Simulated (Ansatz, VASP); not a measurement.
CO2 in VASP and in Ansatz

```
C O
1.0
     5.65550    0.00000    0.00000
     0.00000    5.65550    0.00000
     0.00000    0.00000    5.65550
C O
4 8
Direct
  0.00000 0.00000 0.00000
  0.50000 0.00000 0.50000
  0.50000 0.50000 0.00000
  0.00000 0.50000 0.50000
  0.11930 0.11930 0.11930
  0.38070 0.88070 0.61930
  0.61930 0.38070 0.88070
  0.88070 0.61930 0.38070
  0.88070 0.88070 0.88070
  0.61930 0.11930 0.38070
  0.38070 0.61930 0.11930
  0.11930 0.38070 0.61930
```

Alike in both runs: functional PBE; dispersion D3(BJ); k mesh 4 × 4 × 4; occupations gaussian, width 0.02 eV; no spin polarisation.

Ansatz relaxed the structure, and its values are those at the end. VASP's run is a single point on that final structure, the one shown.

```csv
,VASP,Ansatz
version,VASP 6.6.1,Ansatz 0.2.0
potentials or method,"VASP PAW PBE potentials, release 64 (C, O), cutoff 520 eV","scalar-relativistic, plane waves, PAW"
valence electrons in the cell,64,64
```

VASP gave:

- gap on the k mesh at the Fermi level (eV): 6.75
- least direct gap on the mesh (eV): 6.75
- pressure (GPa): 1.7
- rms of the force components (eV/Å): 0.300

Question: Estimate Ansatz's values.

Answer: gap on the k mesh at the Fermi level (eV): 6.77; least direct gap on the mesh (eV): 6.77; pressure (GPa): 0.3; rms of the force components (eV/Å): 0.002.

One of these differences is far larger than is usual between the two programs; its cause wasn't traced. Ansatz's warnings: stress scf threshold loose.

Noted on VASP's run: the standard files for N, O and F lose accuracy on very short bonds.
